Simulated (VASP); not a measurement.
BiTe: relaxation of cell and atoms with PBE

The system is BiTe.

```
Bi Te
1.0
     2.42271    1.39875    3.31729
    -2.42271    1.39875    3.31729
     0.00000   -2.79750    3.31729
Bi Te
1 1
Direct
  0.50000 0.50000 0.50000
  0.00000 0.00000 0.00000
```

| Item | Value |
| --- | --- |
| Program | VASP 6.6.1 |
| Task | relaxation of cell and atoms |
| Functional | PBE |
| Potentials or basis | VASP PAW PBE potentials, release 64 (Bi_d, Te) |
| Cutoff | 600 eV |
| k mesh | 7 × 7 × 7 |
| Occupations | fermi-dirac, width 0.05 eV |
| Spin | no spin polarisation |
| Dipole correction | no |
| Further INCAR settings | ALGO = Normal; EDIFF = 1e-06; IBRION = 2; EDIFFG = -0.01; NSW = 60; ISIF = 3 |

```
Relaxed volume                         : 33.79 Å³/atom
Relaxed cell                           : a = 4.342 Å, b = 4.342 Å, c = 4.342 Å, α = 67.90°, β = 67.90°, γ = 67.90°
Space group after relaxing (to 0.05 Å) : R-3m (No. 166)
Energy gained by relaxing              : 0.0 meV/atom
Ionic steps                            : 4
Pressure after relaxing                : 0.0 GPa
```

Final structure:
```
Bi Te
1.0
     2.42472    1.39991    3.31844
    -2.42472    1.39991    3.31844
     0.00000   -2.79983    3.31844
Bi Te
1 1
Direct
  0.50000 0.50000 0.50000
  0.00000 0.00000 0.00000
```

Levels at points of the mesh, in eV from the Fermi level:
| k point | band 6 | band 7 | band 8 | band 9 | band 10 | band 11 | band 12 | band 13 | band 14 |
| --- | --- | --- | --- | --- | --- | --- | --- | --- | --- |
| (0.00, 0.00, 0.00) | -13.48 | -8.29 | -2.91 | -2.91 | -1.61 | 1.86 | 2.49 | 2.49 | 4.06 |

Run time: 33 s on 1 thread of Intel(R) Xeon(R) 6975P-C (Granite Rapids), with other jobs on the host, peak memory 0.25 GiB.

Caveat: spin-orbit coupling is left out, which moves the levels of the heavy elements.
